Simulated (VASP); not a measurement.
# Ti3O (P6_3/mcm) in VASP: a series of runs

Ti3O is run at these levels: PBEsol; tasks: relaxation of shape and atoms at fixed volume.

Everything below comes from runs of VASP 6.6.1. Logs are shortened: lines on timing, memory, paths and dates and some standing lists are left out, and cuts for length are marked.

**1. The cell of the first run**

The structure is hexagonal, space group P6_3/mcm (No. 193). Conventional cell: a = 5.173 Å, b = 5.173 Å, c = 4.926 Å, α = 90.00°, β = 90.00°, γ = 120.00°. Ti (site symmetry m2m) has 2 O at 2.09 Å within 2.8 Å. Within 2.8 Å of O (site symmetry -3m) lie 6 Ti at 2.09 Å and 2 O at 2.46 Å.

**2. Relaxation of shape and atoms at fixed volume, PBEsol (14.27 Å³/atom)**

INCAR reads:

```
PREC     = Accurate       # precision mode
ENCUT    = 600            # plane-wave cutoff, eV
EDIFF    = 1E-7           # SCF threshold, eV
ISMEAR   = 0              # smearing method
SIGMA    = 0.1            # smearing width, eV
LREAL    = F              # projectors in reciprocal space
LASPH    = T              # aspherical terms in the spheres
NELM     = 120            # most SCF steps
ALGO     = Normal         # electronic algorithm
ISIF     = 4              # what is computed and relaxed
LWAVE    = F              # write WAVECAR
LCHARG   = F              # write CHGCAR
GGA      = PS             # functional
IBRION   = 2              # ionic algorithm
NSW      = 50             # ionic steps
EDIFFG   = -0.01          # ionic threshold
GGA_COMPAT= F            
NELMIN   = 4
```

KPOINTS reads:

```
Automatic mesh
0
Gamma
  12 12 8
```

POSCAR reads:

```
Ti3O
1.0
    5.1727838154      0.0000000000      0.0000000000
   -2.5863919077      4.4797621924      0.0000000000
    0.0000000000      0.0000000000      4.9257006425
Ti O
6 2
Direct
    0.0000000000      0.6724811596      0.7500000000
    0.0000000000      0.3275188404      0.2500000000
    0.6724811596      0.0000000000      0.7500000000
    0.6724811596      0.6724811596      0.2500000000
    0.3275188404      0.3275188404      0.7500000000
    0.3275188404      0.0000000000      0.2500000000
    0.0000000000      0.0000000000      0.5000000000
    0.0000000000      0.0000000000      0.0000000000
```

Potentials or basis: VASP PAW PBE potentials, release 64 (Ti_sv, O).

Command:

```console
$ cat potpaw_PBE.64/Ti_sv/POTCAR potpaw_PBE.64/O/POTCAR > POTCAR
$ mpirun -np 1 vasp_std > vasp.out
```

OUTCAR:

```text
PREC = Accurate
   ENCUT = 600
   EDIFF = 1E-7
   ISMEAR = 0
   LREAL = F
   LASPH = T
   NELM = 120
   ISIF = 4
   GGA = PS
   IBRION = 2
   NSW = 50
   EDIFFG = -0.01
   NELMIN = 4

 ion  position               nearest neighbor table
   1  0.000  0.672  0.750-   7 2.09   8 2.09
   2  0.000  0.328  0.250-   7 2.09   8 2.09
   3  0.672  0.000  0.750-   7 2.09   8 2.09
   4  0.672  0.672  0.250-   7 2.09   8 2.09
   5  0.328  0.328  0.750-   7 2.09   8 2.09
   6  0.328  0.000  0.250-   7 2.09   8 2.09
   7  0.000  0.000  0.500-   1 2.09   2 2.09   4 2.09   5 2.09   3 2.09   6 2.09
   8  0.000  0.000  0.000-   1 2.09   2 2.09   4 2.09   5 2.09   3 2.09   6 2.09

  LATTYP: Found a hexagonal cell.
 ALAT       =     5.1727838154
 C/A-ratio  =     0.9522340036

  Lattice vectors:

 A1 = (   5.1727838154,   0.0000000000,   0.0000000000)
 A2 = (  -2.5863919077,   4.4797621924,   0.0000000000)
 A3 = (   0.0000000000,   0.0000000000,   4.9257006425)

Analysis of symmetry for initial positions (statically):
=====================================================================
 Subroutine PRICEL returns:
 Original cell was already a primitive cell.

 Routine SETGRP: Setting up the symmetry group for a
 hexagonal supercell.

 Subroutine GETGRP returns: Found 24 space group operations
 (whereof 12 operations were pure point group operations)
 out of a pool of 24 trial point group operations.

The static configuration has the point symmetry D_3d.
 The point group associated with its full space group is D_6h.

Analysis of symmetry for dynamics (positions and initial velocities):
=====================================================================
 Subroutine PRICEL returns:
 Original cell was already a primitive cell.

 Routine SETGRP: Setting up the symmetry group for a
 hexagonal supercell.

 Subroutine GETGRP returns: Found 24 space group operations
 (whereof 12 operations were pure point group operations)
 out of a pool of 24 trial point group operations.

The dynamic configuration has the point symmetry D_3d.
 The point group associated with its full space group is D_6h.

 Subroutine INISYM returns: Found 24 space group operations
 (whereof 12 operations are pure point group operations),
 and found     1 'primitive' translations

----------------------------------------------------------------------------------------

                                     Primitive cell

  volume of cell :     114.1425

  direct lattice vectors                    reciprocal lattice vectors
     5.172783815  0.000000000  0.000000000     0.193319504  0.111613068  0.000000000
    -2.586391908  4.479762192  0.000000000     0.000000000  0.223226135  0.000000000
     0.000000000  0.000000000  4.925700642     0.000000000  0.000000000  0.203016804

  length of vectors
     5.172783815  5.172783815  4.925700642     0.223226135  0.223226135  0.203016804

  position of ions in fractional coordinates (direct lattice)
     1.000000000  0.672481160  0.750000000
     1.000000000  0.327518840  0.250000000
     0.672481160  0.000000000  0.750000000
     0.672481160  0.672481160  0.250000000
     0.327518840  0.327518840  0.750000000
     0.327518840  0.000000000  0.250000000
     0.000000000  0.000000000  0.500000000
     0.000000000  0.000000000  0.000000000

  ion indices of the primitive-cell ions
   primitive index   ion index
                 1           1
                 2           2
                 3           3
                 4           4
                 5           5
                 6           6
                 7           7
                 8           8

----------------------------------------------------------------------------------------

 KPOINTS: Automatic mesh

Automatic generation of k-mesh.
 Grid dimensions read from file:
 generate k-points for:   12   12    8

 Generating k-lattice:

  Cartesian coordinates                     Fractional coordinates (reciprocal lattice)
     0.016109959  0.009301089  0.000000000     0.083333333  0.000000000  0.000000000
     0.000000000  0.018602178  0.000000000     0.000000000  0.083333333  0.000000000
     0.000000000  0.000000000  0.025377100     0.000000000  0.000000000  0.125000000

  Length of vectors
     0.018602178  0.018602178  0.025377100

  Shift w.r.t. Gamma in fractional coordinates (k-lattice)
     0.000000000  0.000000000  0.000000000

 Subroutine IBZKPT returns following result:
 ===========================================

 Found     95 irreducible k-points:

 Following reciprocal coordinates:
            Coordinates               Weight
  0.000000  0.000000  0.000000      1.000000
  0.083333  0.000000  0.000000      6.000000
  0.166667 -0.000000  0.000000      6.000000
  0.250000  0.000000  0.000000      6.000000
  0.333333  0.000000  0.000000      6.000000
  0.416667  0.000000  0.000000      6.000000
[... 16 lines left out ...]
  0.250000  0.000000  0.125000     12.000000
  0.333333  0.000000  0.125000     12.000000
 [... further k-points ...]
   k-points           NKPTS =     95   k-points in BZ     NKDIM =     95   number of bands    NBANDS=     50
   number of dos      NEDOS =    301   number of ions     NIONS =      8
   total plane-waves  NPLWV =  70560
   dimension x,y,z NGX =    42 NGY =   42 NGZ =   40
   dimension x,y,z NGXF=    84 NGYF=   84 NGZF=   80
   ions per type =               6   2
   NGX,Y,Z   is equivalent  to a cutoff of  13.50, 13.50, 13.50 a.u.
   NGXF,Y,Z  is equivalent  to a cutoff of  27.00, 27.00, 27.00 a.u.
 SYSTEM =  unknown system
   PREC   = accura    normal or accurate (medium, high low for compatibility)
   ISTART =      0    job   : 0-new  1-cont  2-samecut
   ICHARG =      2    charge: 1-file 2-atom 10-const
   ISPIN  =      1    spin polarized calculation?
   LNONCOLLINEAR =      F non collinear calculations
   LSORBIT =      F    spin-orbit coupling
   LASPH  =      T    aspherical Exc in radial PAW
   ENCUT  =  600.0 eV  44.10 Ry    6.64 a.u.  10.33 10.33  9.84*2*pi/ulx,y,z
   NELM   =    120;   NELMIN=  4; NELMDL= -5     # of ELM steps
   EDIFF  = 0.1E-06   stopping-criterion for ELM
   LREAL  =      F    real-space projection
   EDIFFG = -.1E-01   stopping-criterion for IOM
   NSW    =     50    number of steps for IOM
   IBRION =      2    ionic relax: 0-MD 1-quasi-New 2-CG
   NFREE  =      1    steps in history (QN), initial steepest desc. (CG)
   ISIF   =      4    stress and relaxation
   ISYM   =      2    0-nonsym 1-usesym 2-fastsym
   POTIM  = 0.5000    time-step for ionic-motion
   TEBEG  =    0.0;   TEEND  =   0.0 temperature during run
   PSTRESS=    0.0 pullay stress
   NELECT =      84.0000    total number of electrons
   NUPDOWN=      -1.0000    fix difference up-down
   EMIN   =  10.00;   EMAX   =-10.00  energy-range for DOS
   EFERMI =   0.00;   METHOD = LEGACY
   ISMEAR =     0;   SIGMA  =   0.10  broadening in eV -4-tet -1-fermi 0-gaus
   EFERMI_NEDOS =   21; number of points for ismear=-14 and -15
   IALGO  =     38    algorithm
   IMIX   =      4    mixing-type and parameters
     AMIX     =   0.40;   BMIX     =  1.00
     AMIX_MAG =   1.60;   BMIX_MAG =  1.00
  volume/ion in A,a.u.               =      14.27        96.28
  Fermi-wavevector in a.u.,A,eV,Ry     =   1.478038  2.793086 29.723223  2.184595
  Thomas-Fermi vector in A             =   2.592368
   LORBIT       =      0    0 simple, 1 ext, 2 COOP (PROOUT), +10 PAW based schemes
   GGA     = PS    functional components
   LHFCALC =     F    Hartree Fock is set to
   AEXX    =    0.0000 exact exchange contribution
   IVDW    =     0    specifies the selected vdW correction
   LEPSILON=     F    determine dielectric tensor
   LRPA    =     F    only Hartree local field effects (RPA)
 conjugate gradient relaxation of ions
 non-spin polarized calculation
 Gauss-broadening in eV      SIGMA  =   0.10
  energy-cutoff  :      600.00
  volume of cell :      114.14
 maximum number of plane-waves:      3841
 NGX is ok and might be reduce to    42
   NGX = 21   NGY = 21   NGZ = 19

--------------------------------------- Ionic step        1  -------------------------------------------

 number of electron      83.9999988 magnetization

 Free energy of the ion-electron system (eV)
  ---------------------------------------------------
  ext. energy  EPLUGINS =         0.00000000
  ---------------------------------------------------
  free energy    TOTEN  =       -71.30343409 eV

  energy without entropy =      -71.27651348  energy(sigma->0) =      -71.28997379

------------------------ aborting loop because EDIFF is reached ----------------------------------------

  FORCE on cell =-STRESS in cart. coord.  units (eV):
  Direction    XX          YY          ZZ          XY          YZ          ZX
  --------------------------------------------------------------------------------------
  -------------------------------------------------------------------------------------
  Total       -5.7992526     -5.7992526     -5.8957080      0.0000000     -0.0000000      0.0000000
  in kB      -81.4020436    -81.4020436    -82.7559531      0.0000000     -0.0000000      0.0000000
  external PRESSURE =     -81.8533468 kB  Pullay stress =       0.0000000 kB
[... 111 lines left out ...]
  energy  without entropy=      -71.2798313633  energy(sigma->0) =      -71.29302799

--------------------------------------- Ionic step        4  -------------------------------------------

 number of electron      83.9999989 magnetization

 Free energy of the ion-electron system (eV)
  ---------------------------------------------------
  ext. energy  EPLUGINS =         0.00000000
  ---------------------------------------------------
  free energy    TOTEN  =       -71.30637391 eV

  energy without entropy =      -71.28011469  energy(sigma->0) =      -71.29324430

 E-fermi :   8.5964     XC(G=0): -11.8793

 val. band max:        8.5950187923   @ k =   0.1667   0.1667   0.1250
 cond. band min:       8.6027100751   @ k =   0.1667  -0.0000   0.5000
 fundamental gap:      0.0076912828
 Fermi energy:         8.5964380628

 k-point     1 :       0.0000    0.0000    0.0000
  band No.  band energies     occupation
      1     -48.4346      2.00000
      2     -48.3436      2.00000
      3     -48.3217      2.00000
      4     -48.3217      2.00000
      5     -48.3115      2.00000
      6     -48.3115      2.00000
[... 1261 lines left out ...]
     49       9.7365      0.00000
     50       9.9665      0.00000

 [... further k-points ...]

------------------------ aborting loop because EDIFF is reached ----------------------------------------

  FORCE on cell =-STRESS in cart. coord.  units (eV):
  Direction    XX          YY          ZZ          XY          YZ          ZX
  --------------------------------------------------------------------------------------
  -------------------------------------------------------------------------------------
  Total       -5.5312939     -5.5312939     -5.6317905      0.0000000      0.0000000      0.0000000
  in kB      -77.6408020    -77.6408020    -79.0514369      0.0000000      0.0000000      0.0000000
  external PRESSURE =     -78.1110137 kB  Pullay stress =       0.0000000 kB
[... 23 lines left out ...]
  FREE ENERGIE OF THE ION-ELECTRON SYSTEM (eV)
  ---------------------------------------------------
  free  energy   TOTEN  =       -71.3063739149 eV

  energy  without entropy=      -71.2801146890  energy(sigma->0) =      -71.29324430

 reached required accuracy - stopping structural energy minimisation
```

Run time: 18 min. Hardware: 1 thread of AMD EPYC 9R45 (Zen 5), shared host; peak memory 0.56 GiB.

What came out:

```
Free energy               : -71.3064 eV
Energy gained by relaxing : 0.4 meV/atom
Ionic steps               : 4
Pressure after relaxing   : -7.8 GPa
Band gap on the k mesh    : zero (bands 42 and 43 overlap by 0.67 eV)
```

The path:
| step | energy change (eV) | largest force (eV/Å) | pressure (GPa) | volume (Å³) |
| --- | --- | --- | --- | --- |
| 1 | 0.0000 | 0.1473 | -8.19 | 114.14 |
| 2 | -0.0027 | 0.0221 | -7.78 | 114.14 |
| 3 | -0.0028 | 0.0019 | -7.83 | 114.14 |
| 4 | -0.0029 | 0.0009 | -7.81 | 114.14 |

Final structure:
```
Ti O
1.0
     5.17602    0.00000    0.00000
    -2.58801    4.48257    0.00000
     0.00000    0.00000    4.91954
Ti O
6 2
Direct
  0.00000 0.67372 0.75000
  0.00000 0.32628 0.25000
  0.67372 0.00000 0.75000
  0.67372 0.67372 0.25000
  0.32628 0.32628 0.75000
  0.32628 0.00000 0.25000
  0.00000 0.00000 0.50000
  0.00000 0.00000 0.00000
```

Levels at points of the mesh, in eV from the Fermi level:
```
           k point  band 40  band 41  band 42  band 43  band 44  band 45
(0.00, 0.00, 0.00)    -0.72    -0.72    -0.23    -0.23     0.07     0.69
(0.50, 0.00, 0.00)    -0.91    -0.70     0.17     0.42     0.53     0.58
(0.00, 0.00, 0.50)    -0.90    -0.14    -0.14    -0.10    -0.10    -0.10
(0.50, 0.00, 0.50)    -0.81    -0.74    -0.74     0.04     0.04     0.47
```

Caveat: the PAW data sets were made with another functional, which shifts forces and pressure a little.

[end of part 1 of 2]
